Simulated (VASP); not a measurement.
Set up this calculation in VASP 6.6.1, as the native input.

```yaml
Task: relaxation of cell and atoms
Functional: PBE
Potentials_or_basis: VASP PAW PBE potentials, release 64 (Li_sv)
Cutoff: 600 eV
k_mesh: 6 × 6 × 4
Occupations: gaussian, width 0.1 eV
Spin: no spin polarisation
Dipole_correction: no
Further_INCAR_settings: ALGO = Normal; EDIFF = 1e-06; IBRION = 2; EDIFFG = -0.04; NSW = 90; ISIF = 3
```

The structure of Li lies in POSCAR:

```
Li
1.0
    5.6510002155      0.0000000000      0.0000000000
   -2.8255001078      4.8939097434      0.0000000000
    0.0000000000      0.0000000000      4.1133609456
Li
5
Direct
    0.3333333333      0.6666666667      0.5081900000
    0.6666666667      0.3333333333      0.4918100000
    0.0000000000      0.6666650000      0.0000000000
    0.3333350000      0.3333350000      0.0000000000
    0.6666650000      0.0000000000      0.0000000000
```

One way to write it, as run:

INCAR

```
ALGO = Normal ; EDIFF = 1E-6
EDIFFG = -0.04 ; ENCUT = 600
GGA = PE ; IBRION = 2
ISIF = 3 ; ISMEAR = 0
LASPH = T ; LCHARG = F
LREAL = F ; LWAVE = F
NELM = 100 ; NSW = 90
PREC = Accurate ; SIGMA = 0.1
```

KPOINTS

```
k-points
0
Gamma
  6 6 4
```

Potentials or basis: VASP PAW PBE potentials, release 64 (Li_sv).

Command:

```console
$ cat potpaw_PBE.64/Li_sv/POTCAR > POTCAR
$ mpirun -np 1 vasp_std > vasp.out
```

Results of the run:

```yaml
Relaxed_volume: 21.11 Å³/atom
Relaxed_cell: a = 5.682 Å, b = 5.682 Å, c = 3.774 Å, α = 90.00°, β = 90.00°, γ = 120.00°
Space_group_after_relaxing_to_0.05_Å: P-62m (No. 189)
Energy_gained_by_relaxing: 30.7 meV/atom
Ionic_steps: 11
Pressure_after_relaxing: -0.1 GPa
Largest_force_after_relaxing: 0.012 eV/Å
```

Caveat: the k points lie up to 0.42 Å⁻¹ apart in the final cell; the cutoff is under 1.25 times the usual one of these potentials, so pressure, stress and relaxed cells hold a basis-set (Pulay) error.

It took 2.9 min on 1 thread of Intel(R) Xeon(R) Platinum 8124M CPU @ 3.00GHz (Skylake/Cascade Lake) (shared host), peak memory 0.27 GiB.
